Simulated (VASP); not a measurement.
# TiGaC4N4 (P-43m) in VASP: notebook

The runs below take TiGaC4N4 through single point, with PBE.

All numbers are computed with VASP 6.6.1; they aren't measurements. Logs are shortened: lines on timing, memory, paths and dates and some standing lists are left out, and cuts for length are marked.

## (1) The cell of the first run

The structure is cubic, space group P-43m (No. 215). The conventional cell has a = 5.881 Å, b = 5.881 Å, c = 5.881 Å, α = 90.00°, β = 90.00°, γ = 90.00°. Ti (site symmetry -43m) has 4 C at 1.94 Å within 2.6 Å. Within 2.6 Å of Ga (site symmetry -43m) lie 4 N at 1.99 Å. C (site symmetry 3m) has 1 N at 1.17 Å within 1.6 Å. N (site symmetry 3m) has 1 C at 1.17 Å within 1.6 Å.

## (2) Single point, PBE, collinear spin

Contents of INCAR:

```
SYSTEM = TiGaC4N4
  PREC = Accurate
  ENCUT = 600
  EDIFF = 1E-6
  ISMEAR = 0
  SIGMA = 0.1
  LREAL = .False.
  LASPH = .True.
  NELM = 200
  ALGO = Normal
  ISIF = 2
  LWAVE = .False.
  LCHARG = .False.
  ISPIN = 2
  MAGMOM = 1 0 0 0 0 0 0 0 0 0
  LORBIT = 11
  LMAXMIX = 4
  GGA = PE
  NBANDS = 46
  GGA_COMPAT = .False.
```

Contents of KPOINTS:

```
regular mesh
0
Gamma
  4 4 4
  0 0 0
```

Contents of POSCAR:

```
TiGaC4N4
1.0
    5.8808898400      0.0000000000      0.0000000000
    0.0000000000      5.8808898400      0.0000000000
    0.0000000000      0.0000000000      5.8808898400
Ti Ga C N
1 1 4 4
Direct
    0.0000000000      0.0000000000      0.0000000000
    0.5000000000      0.5000000000      0.5000000000
    0.1902611400      0.1902611400      0.1902611400
    0.1902611400      0.8097388600      0.8097388600
    0.8097388600      0.1902611400      0.8097388600
    0.8097388600      0.8097388600      0.1902611400
    0.3051246800      0.3051246800      0.3051246800
    0.3051246800      0.6948753200      0.6948753200
    0.6948753200      0.3051246800      0.6948753200
    0.6948753200      0.6948753200      0.3051246800
```

Potentials or basis: VASP PAW PBE potentials, release 64 (Ti_sv, Ga_d, C, N).

Command:

```console
$ cat potpaw_PBE.64/Ti_sv/POTCAR potpaw_PBE.64/Ga_d/POTCAR potpaw_PBE.64/C/POTCAR potpaw_PBE.64/N/POTCAR > POTCAR
$ mpirun -np 1 vasp_std > vasp.out
```

OUTCAR:

```text
SYSTEM = TiGaC4N4
   PREC = Accurate
   ENCUT = 600
   EDIFF = 1E-6
   ISMEAR = 0
   LREAL = .False.
   LASPH = .True.
   NELM = 200
   ISIF = 2
   ISPIN = 2
   LORBIT = 11
   GGA = PE

 ion  position               nearest neighbor table
   1  0.000  0.000  0.000-   3 1.94   4 1.94   5 1.94   6 1.94
   2  0.500  0.500  0.500-   7 1.99   8 1.99   9 1.99  10 1.99
   3  0.190  0.190  0.190-   7 1.17   1 1.94
   4  0.190  0.810  0.810-   8 1.17   1 1.94
   5  0.810  0.190  0.810-   9 1.17   1 1.94
   6  0.810  0.810  0.190-  10 1.17   1 1.94
   7  0.305  0.305  0.305-   3 1.17   2 1.99
   8  0.305  0.695  0.695-   4 1.17   2 1.99
   9  0.695  0.305  0.695-   5 1.17   2 1.99
  10  0.695  0.695  0.305-   6 1.17   2 1.99

  LATTYP: Found a simple cubic cell.
 ALAT       =     5.8808898400

  Lattice vectors:

 A1 = (   5.8808898400,   0.0000000000,   0.0000000000)
 A2 = (   0.0000000000,   5.8808898400,   0.0000000000)
 A3 = (   0.0000000000,   0.0000000000,   5.8808898400)

Analysis of symmetry for initial positions (statically):
=====================================================================
 Subroutine PRICEL returns:
 Original cell was already a primitive cell.

 Routine SETGRP: Setting up the symmetry group for a
 simple cubic supercell.

 Subroutine GETGRP returns: Found 24 space group operations
 (whereof 24 operations were pure point group operations)
 out of a pool of 48 trial point group operations.

The static configuration has the point symmetry T_d .

Analysis of symmetry for dynamics (positions and initial velocities):
=====================================================================
 Subroutine PRICEL returns:
 Original cell was already a primitive cell.

 Routine SETGRP: Setting up the symmetry group for a
 simple cubic supercell.

 Subroutine GETGRP returns: Found 24 space group operations
 (whereof 24 operations were pure point group operations)
 out of a pool of 48 trial point group operations.

The dynamic configuration has the point symmetry T_d .

Analysis of structural, dynamic, and magnetic symmetry:
=====================================================================
 Subroutine PRICEL returns:
 Original cell was already a primitive cell.

 Routine SETGRP: Setting up the symmetry group for a
 simple cubic supercell.

 Subroutine GETGRP returns: Found 24 space group operations
 (whereof 24 operations were pure point group operations)
 out of a pool of 48 trial point group operations.

The overall configuration has the point symmetry T_d .

 Subroutine INISYM returns: Found 24 space group operations
 (whereof 24 operations are pure point group operations),
 and found     1 'primitive' translations

----------------------------------------------------------------------------------------

                                     Primitive cell

  volume of cell :     203.3898

  direct lattice vectors                    reciprocal lattice vectors
     5.880889840  0.000000000  0.000000000     0.170042294  0.000000000  0.000000000
     0.000000000  5.880889840  0.000000000     0.000000000  0.170042294  0.000000000
     0.000000000  0.000000000  5.880889840     0.000000000  0.000000000  0.170042294

  length of vectors
     5.880889840  5.880889840  5.880889840     0.170042294  0.170042294  0.170042294

  position of ions in fractional coordinates (direct lattice)
     0.000000000  0.000000000  0.000000000
     0.500000000  0.500000000  0.500000000
     0.190261140  0.190261140  0.190261140
     0.190261140  0.809738860  0.809738860
     0.809738860  0.190261140  0.809738860
     0.809738860  0.809738860  0.190261140
     0.305124680  0.305124680  0.305124680
     0.305124680  0.694875320  0.694875320
     0.694875320  0.305124680  0.694875320
     0.694875320  0.694875320  0.305124680

  ion indices of the primitive-cell ions
   primitive index   ion index
                 1           1
                 2           2
                 3           3
                 4           4
                 5           5
                 6           6
                 7           7
                 8           8
                 9           9
                10          10

----------------------------------------------------------------------------------------

 KPOINTS: regular mesh

Automatic generation of k-mesh.
 Grid dimensions read from file:
 generate k-points for:    4    4    4

 Generating k-lattice:

  Cartesian coordinates                     Fractional coordinates (reciprocal lattice)
     0.042510574  0.000000000  0.000000000     0.250000000  0.000000000  0.000000000
     0.000000000  0.042510574  0.000000000     0.000000000  0.250000000  0.000000000
     0.000000000  0.000000000  0.042510574     0.000000000  0.000000000  0.250000000

  Length of vectors
     0.042510574  0.042510574  0.042510574

  Shift w.r.t. Gamma in fractional coordinates (k-lattice)
     0.000000000  0.000000000  0.000000000

 Subroutine IBZKPT returns following result:
 ===========================================

 Found     10 irreducible k-points:

 Following reciprocal coordinates:
            Coordinates               Weight
  0.000000  0.000000  0.000000      1.000000
  0.250000  0.000000  0.000000      6.000000
  0.500000  0.000000  0.000000      3.000000
  0.250000  0.250000  0.000000     12.000000
  0.500000  0.250000  0.000000     12.000000
  0.500000  0.500000  0.000000      3.000000
  0.250000  0.250000  0.250000      8.000000
  0.500000  0.250000  0.250000     12.000000
  0.500000  0.500000  0.250000      6.000000
  0.500000  0.500000  0.500000      1.000000
   k-points           NKPTS =     10   k-points in BZ     NKDIM =     10   number of bands    NBANDS=     46
   number of dos      NEDOS =    301   number of ions     NIONS =     10
   total plane-waves  NPLWV = 110592
   dimension x,y,z NGX =    48 NGY =   48 NGZ =   48
   dimension x,y,z NGXF=    96 NGYF=   96 NGZF=   96
   ions per type =               1   1   4   4
   NGX,Y,Z   is equivalent  to a cutoff of  13.57, 13.57, 13.57 a.u.
   NGXF,Y,Z  is equivalent  to a cutoff of  27.14, 27.14, 27.14 a.u.
 SYSTEM =  TiGaC4N4
   PREC   = accura    normal or accurate (medium, high low for compatibility)
   ISTART =      0    job   : 0-new  1-cont  2-samecut
   ICHARG =      2    charge: 1-file 2-atom 10-const
[... 12 lines left out ...]
   ISIF   =      2    stress and relaxation
   ISYM   =      2    0-nonsym 1-usesym 2-fastsym
   POTIM  = 0.5000    time-step for ionic-motion
   TEBEG  =    0.0;   TEEND  =   0.0 temperature during run
   PSTRESS=    0.0 pullay stress
   NELECT =      61.0000    total number of electrons
   NUPDOWN=      -1.0000    fix difference up-down
   EMIN   =  10.00;   EMAX   =-10.00  energy-range for DOS
   EFERMI =   0.00;   METHOD = LEGACY
   ISMEAR =     0;   SIGMA  =   0.10  broadening in eV -4-tet -1-fermi 0-gaus
   EFERMI_NEDOS =   21; number of points for ismear=-14 and -15
   IALGO  =     38    algorithm
   IMIX   =      4    mixing-type and parameters
     AMIX     =   0.40;   BMIX     =  1.00
     AMIX_MAG =   1.60;   BMIX_MAG =  1.00
  volume/ion in A,a.u.               =      20.34       137.25
  Fermi-wavevector in a.u.,A,eV,Ry     =   1.095826  2.070811 16.338357  1.200835
  Thomas-Fermi vector in A             =   2.232157
   LORBIT       =     11    0 simple, 1 ext, 2 COOP (PROOUT), +10 PAW based schemes
   GGA     = PE    functional components
   LHFCALC =     F    Hartree Fock is set to
   AEXX    =    0.0000 exact exchange contribution
   IVDW    =     0    specifies the selected vdW correction
   LEPSILON=     F    determine dielectric tensor
   LRPA    =     F    only Hartree local field effects (RPA)
 spin polarized calculation
 Gauss-broadening in eV      SIGMA  =   0.10
  energy-cutoff  :      600.00
  volume of cell :      203.39
 maximum number of plane-waves:      6816
 NGX is ok and might be reduce to    48
   NGX = 23   NGY = 23   NGZ = 23

 number of electron      60.9999981 magnetization       1.1175379

 Free energy of the ion-electron system (eV)
  ---------------------------------------------------
  ext. energy  EPLUGINS =         0.00000000
  ---------------------------------------------------
  free energy    TOTEN  =       -76.17404169 eV

  energy without entropy =      -76.13514690  energy(sigma->0) =      -76.15459429

 E-fermi :   1.3630     XC(G=0):  -7.2516

 val. band max:        1.3593359627   @ k =   0.2500   0.2500   0.2500
 cond. band min:       1.3711563865   @ k =   0.5000   0.2500   0.2500
 fundamental gap:      0.0118204237
 Fermi energy:         1.3630452371

 spin component 1

 k-point     1 :       0.0000    0.0000    0.0000
  band No.  band energies     occupation
      1     -55.1631      1.00000
      2     -31.5752      1.00000
      3     -31.5752      1.00000
      4     -31.5752      1.00000
      5     -18.3762      1.00000
      6     -18.2442      1.00000
[... 34 lines left out ...]
     41       5.8610      0.00000
     42       5.8610      0.00000
[... 363 lines left out ...]
      1     -55.1631      1.00000
      2     -31.5753      1.00000
      3     -31.5753      1.00000
      4     -31.5753      1.00000
      5     -18.3226      1.00000
      6     -18.2604      1.00000
[... 34 lines left out ...]
     41       5.4839      0.00000
     42       5.9325      0.00000
 Fermi energy:         1.3630452371

 spin component 2

 k-point     1 :       0.0000    0.0000    0.0000
  band No.  band energies     occupation
      1     -54.6650      1.00000
      2     -31.0727      1.00000
      3     -31.0727      1.00000
      4     -31.0727      1.00000
      5     -18.3222      1.00000
      6     -18.1923      1.00000
[... 34 lines left out ...]
     41       6.0256      0.00000
     42       6.0256      0.00000
[... 363 lines left out ...]
      1     -54.6650      1.00000
      2     -31.0727      1.00000
      3     -31.0727      1.00000
      4     -31.0727      1.00000
      5     -18.2684      1.00000
      6     -18.2086      1.00000
[... 34 lines left out ...]
     41       5.5803      0.00000
     42       6.3709      0.00000
 [bands above 42 left out]

------------------------ aborting loop because EDIFF is reached ----------------------------------------

  FORCE on cell =-STRESS in cart. coord.  units (eV):
  Direction    XX          YY          ZZ          XY          YZ          ZX
  --------------------------------------------------------------------------------------
  -------------------------------------------------------------------------------------
  Total        5.9469565      5.9469565      5.9469565     -0.0000000     -0.0000000      0.0000000
  in kB       46.8463991     46.8463991     46.8463991     -0.0000000     -0.0000000      0.0000000
  external PRESSURE =      46.8463991 kB  Pullay stress =       0.0000000 kB

 VOLUME and BASIS-vectors are now :
 -----------------------------------------------------------------------------
  energy-cutoff  :      600.00
  volume of cell :      203.39
      direct lattice vectors                 reciprocal lattice vectors
     5.880889840  0.000000000  0.000000000     0.170042294  0.000000000  0.000000000
     0.000000000  5.880889840  0.000000000     0.000000000  0.170042294  0.000000000
     0.000000000  0.000000000  5.880889840     0.000000000  0.000000000  0.170042294

 POSITION                                       TOTAL-FORCE (eV/Angst)
 -----------------------------------------------------------------------------------
      0.00000      0.00000      0.00000        -0.000000      0.000000     -0.000000
      2.94044      2.94044      2.94044        -0.000000      0.000000     -0.000000
      1.11890      1.11890      1.11890         0.154750      0.154750      0.154750
      1.11890      4.76199      4.76199         0.154750     -0.154750     -0.154750
      4.76199      1.11890      4.76199        -0.154750      0.154750     -0.154750
      4.76199      4.76199      1.11890        -0.154750     -0.154750      0.154750
      1.79440      1.79440      1.79440         2.243555      2.243555      2.243555
      1.79440      4.08649      4.08649         2.243555     -2.243555     -2.243555
      4.08649      1.79440      4.08649        -2.243555      2.243555     -2.243555
      4.08649      4.08649      1.79440        -2.243555     -2.243555      2.243555
 -----------------------------------------------------------------------------------
    total drift:                               -0.000000     -0.000000      0.000000

  FREE ENERGIE OF THE ION-ELECTRON SYSTEM (eV)
  ---------------------------------------------------
  free  energy   TOTEN  =       -76.1740416908 eV

  energy  without entropy=      -76.1351468955  energy(sigma->0) =      -76.15459429

 total charge

# of ion       s       p       d       tot
------------------------------------------
    1        2.262   6.231   2.243  10.736
    2        0.652   0.712  10.134  11.498
    3        0.981   1.641   0.000   2.621
    4        0.981   1.641   0.000   2.621
    5        0.981   1.641   0.000   2.621
    6        0.981   1.641   0.000   2.621
    7        1.276   2.632   0.000   3.908
    8        1.276   2.632   0.000   3.908
    9        1.276   2.632   0.000   3.908
   10        1.276   2.632   0.000   3.908
--------------------------------------------------
tot         11.941  24.034  12.377  48.352

 magnetization (x)

# of ion       s       p       d       tot
------------------------------------------
    1        0.005   0.005   0.560   0.569
    2       -0.003  -0.001   0.004   0.000
    3       -0.003   0.004   0.000   0.002
    4       -0.003   0.004   0.000   0.002
    5       -0.003   0.004   0.000   0.002
    6       -0.003   0.004   0.000   0.002
    7        0.001   0.047   0.000   0.048
    8        0.001   0.047   0.000   0.048
    9        0.001   0.047   0.000   0.048
   10        0.001   0.047   0.000   0.048
--------------------------------------------------
tot         -0.003   0.208   0.564   0.769
```

Wall time 3.6 min (1 thread of Oxide Virtual Turin-like, shared host); peak memory 0.48 GiB.

Results:

```
Free energy                                           : -76.1740 eV
Pressure                                              : 4.7 GPa
Largest force                                         : 3.886 eV/Å
Net moment                                            : 1.12 μB per cell
Site moments                                          : Ti +0.57; Ga +0.00; C +0.00; N +0.05 μB
Valence electrons inside the program's atomic spheres : Ti 10.74; Ga 11.50; C 2.62; N 3.91
```

Forces in eV/Å, atoms in the order of the input:
```
Ti   0.000  0.000  0.000
Ga   0.000  0.000  0.000
C    0.155  0.155  0.155
C    0.155 -0.155 -0.155
C   -0.155  0.155 -0.155
C   -0.155 -0.155  0.155
N    2.244  2.244  2.244
N    2.244 -2.244 -2.244
N   -2.244  2.244 -2.244
N   -2.244 -2.244  2.244
```

Levels at points of the mesh, in eV from the Fermi level:
Spin up:
| k point | band 27 | band 28 | band 29 | band 30 | band 31 | band 32 | band 33 | band 34 | band 35 | band 36 |
| --- | --- | --- | --- | --- | --- | --- | --- | --- | --- | --- |
| (0.00, 0.00, 0.00) | -5.34 | -5.34 | -5.34 | -0.46 | -0.46 | -0.12 | -0.12 | -0.12 | 1.89 | 3.45 |
| (0.50, 0.00, 0.00) | -5.57 | -5.38 | -5.38 | -0.59 | -0.25 | 0.26 | 0.45 | 0.45 | 1.91 | 2.42 |
| (0.50, 0.50, 0.00) | -5.49 | -5.41 | -5.41 | -0.60 | -0.25 | 0.46 | 0.64 | 0.64 | 1.85 | 2.31 |
| (0.50, 0.50, 0.50) | -5.35 | -5.35 | -5.35 | -0.46 | -0.46 | 0.31 | 0.31 | 0.31 | 1.84 | 3.37 |
Spin down:
| k point | band 28 | band 29 | band 30 | band 31 | band 32 | band 33 |
| --- | --- | --- | --- | --- | --- | --- |
| (0.00, 0.00, 0.00) | -5.23 | -5.23 | 0.02 | 0.02 | 0.05 | 0.05 |
| (0.50, 0.00, 0.00) | -5.28 | -5.28 | -0.14 | 0.27 | 0.45 | 0.64 |
| (0.50, 0.50, 0.00) | -5.31 | -5.31 | -0.15 | 0.27 | 0.66 | 0.84 |
| (0.50, 0.50, 0.50) | -5.27 | -5.27 | 0.03 | 0.03 | 0.50 | 0.50 |

Caveat: the cell stands under pressure; a moment this small can come from the mesh or the smearing; forces of over 1 eV/Å act on the atoms, so gaps and moduli don't describe the material at rest.

## (3) Single point, PBE, collinear spin

This run uses another cell than the first one, of 21.50 Å³/atom.

Contents of INCAR:

```
SYSTEM = TiGaC4N4
ALGO     = Normal         ! electronic algorithm
EDIFF    = 1E-6           ! SCF threshold, eV
ENCUT    = 600            ! plane-wave cutoff, eV
GGA      = PE             ! functional
GGA_COMPAT= .False.      
ISIF     = 2              ! what is computed and relaxed
ISMEAR   = 0              ! smearing method
ISPIN    = 2              ! spin polarisation
LASPH    = .True.         ! aspherical terms in the spheres
LCHARG   = .False.        ! write CHGCAR
LMAXMIX  = 4              ! l up to which the mixer works
LORBIT   = 11             ! projections on sites
LREAL    = .False.        ! projectors in reciprocal space
LWAVE    = .False.        ! write WAVECAR
MAGMOM   = 1 0 0 0 0 0 0 0 0 0 ! initial moments
NBANDS   = 46             ! bands
NELM     = 200            ! most SCF steps
PREC     = Accurate       ! precision mode
SIGMA    = 0.1            ! smearing width, eV
```

Contents of KPOINTS:

```
k-points
0
Gamma
  4 4 4
  0 0 0
```

Contents of POSCAR:

```
TiGaC4N4
1.0
    5.9906705954      0.0000000000      0.0000000000
    0.0000000000      5.9906705954      0.0000000000
    0.0000000000      0.0000000000      5.9906705954
Ti Ga C N
1 1 4 4
Direct
    0.0000000000      0.0000000000      0.0000000000
    0.5000000000      0.5000000000      0.5000000000
    0.2048690889      0.2048690889      0.2048690889
    0.2048690889      0.7951309111      0.7951309111
    0.7951309111      0.2048690889      0.7951309111
    0.7951309111      0.7951309111      0.2048690889
    0.3187816103      0.3187816103      0.3187816103
    0.3187816103      0.6812183897      0.6812183897
    0.6812183897      0.3187816103      0.6812183897
    0.6812183897      0.6812183897      0.3187816103
```

Potentials or basis: VASP PAW PBE potentials, release 64 (Ti_sv, Ga_d, C, N).

Command:

```console
$ cat potpaw_PBE.64/Ti_sv/POTCAR potpaw_PBE.64/Ga_d/POTCAR potpaw_PBE.64/C/POTCAR potpaw_PBE.64/N/POTCAR > POTCAR
$ mpirun -np 1 vasp_std > vasp.out
```

Wall time 3.3 min (1 thread of Oxide Virtual Turin-like, shared host); peak memory 0.48 GiB.

The run converged. Its results:

* Free energy: -77.4686 eV
* Pressure: 0.3 GPa
* Largest force: 0.324 eV/Å
* Band gap on the k mesh: zero (filled and empty bands overlap)
* Net moment: 3.00 μB per cell
* Site moments: Ti +1.41; Ga +0.03; C +0.03; N +0.09 μB
* Valence electrons inside the program's atomic spheres: Ti 10.29; Ga 11.82; C 2.54; N 3.92

Forces in eV/Å, atoms in the order of the input:
```
Ti   0.000  0.000  0.000
Ga   0.000  0.000  0.000
C   -0.168 -0.168 -0.168
C   -0.168  0.168  0.168
C    0.168 -0.168  0.168
C    0.168  0.168 -0.168
N    0.187  0.187  0.187
N    0.187 -0.187 -0.187
N   -0.187  0.187 -0.187
N   -0.187 -0.187  0.187
```

Levels at points of the mesh, in eV from the Fermi level:
Spin up:
| k point | band 30 | band 31 | band 32 | band 33 | band 34 | band 35 |
| --- | --- | --- | --- | --- | --- | --- |
| (0.00, 0.00, 0.00) | -0.82 | -0.82 | -0.32 | -0.32 | -0.32 | 2.96 |
| (0.50, 0.00, 0.00) | -0.88 | -0.66 | -0.08 | 0.15 | 0.15 | 1.95 |
| (0.50, 0.50, 0.00) | -0.91 | -0.62 | 0.14 | 0.22 | 0.22 | 1.94 |
| (0.50, 0.50, 0.50) | -0.78 | -0.78 | -0.04 | -0.04 | -0.04 | 2.91 |
Spin down:
| k point | band 27 | band 28 | band 29 | band 30 | band 31 | band 32 |
| --- | --- | --- | --- | --- | --- | --- |
| (0.00, 0.00, 0.00) | -5.28 | -5.28 | -5.28 | 0.24 | 0.24 | 0.24 |
| (0.50, 0.00, 0.00) | -5.46 | -5.30 | -5.30 | 0.25 | 0.53 | 0.60 |
| (0.50, 0.50, 0.00) | -5.42 | -5.32 | -5.32 | 0.18 | 0.69 | 0.79 |
| (0.50, 0.50, 0.50) | -5.33 | -5.33 | -5.33 | 0.43 | 0.43 | 0.57 |

The gap in the log of VASP goes by the Fermi energy; the results here count the filled bands.